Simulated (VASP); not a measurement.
Crystal: Cd2S.

```
Cd S
1.0
     3.88342    0.00000    0.00000
    -1.94171    3.36314    0.00000
     0.00000    0.00000    5.80919
Cd S
2 1
Direct
  0.33333 0.66667 0.93272
  0.66667 0.33333 0.57873
  0.33333 0.66667 0.36571
```

Base run:

* Program: VASP 6.6.1
* Functional: PBEsol
* Potentials or basis: VASP PAW PBE potentials, release 64 (Cd, S)
* Cutoff: 520 eV
* k mesh: 8 × 8 × 5
* Occupations: fermi-dirac, width 0.05 eV
* Spin: no spin polarisation

Its results: band gap on the k mesh 0.19 eV, indirect (least direct gap 0.57 eV); pressure -1.3 GPa; largest force 0.078 eV/Å.

Q: The run is repeated on the same cell with these changes: k mesh from 8 × 8 × 5 to 7 × 7 × 4; further incar settings from ALGO = Normal; EDIFF = 1e-06; NBANDS = 22 to ALGO = Normal; EDIFF = 1e-07; NBANDS = 22. What comes out?

A: Band gap on the k mesh 0.55 eV, indirect (least direct gap 0.88 eV); pressure -1.4 GPa; largest force 0.098 eV/Å.

Caveats: the PAW data sets were made with another functional, which shifts forces and pressure a little.

A k mesh can miss the band edges.
